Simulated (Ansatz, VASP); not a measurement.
## One calculation of Lu, two programs

```
Lu
1.0
     1.75324   -3.03670    0.00000
     1.75324    3.03670    0.00000
     0.00000    0.00000    5.47543
Lu
2
Direct
  0.66667 0.33333 0.25000
  0.33333 0.66667 0.75000
```

Alike in both runs: task single point; functional PBE; k mesh 11 × 11 × 6; occupations fermi-dirac, width 0.08 eV; no spin polarisation.

|  | VASP | Ansatz |
| --- | --- | --- |
| version | VASP 6.6.1 | Ansatz 0.2.0 |
| potentials or method | VASP PAW PBE potentials, release 64 (Lu), cutoff 520 eV | all-electron LAPW, scalar-relativistic |

|  | VASP | Ansatz | Ansatz less VASP |
| --- | --- | --- | --- |
| pressure (GPa) | 0.4 | 0.0 | -0.38 |

Ansatz ran all-electron here, and VASP with PAW potentials.

Neither program's run includes spin-orbit coupling.
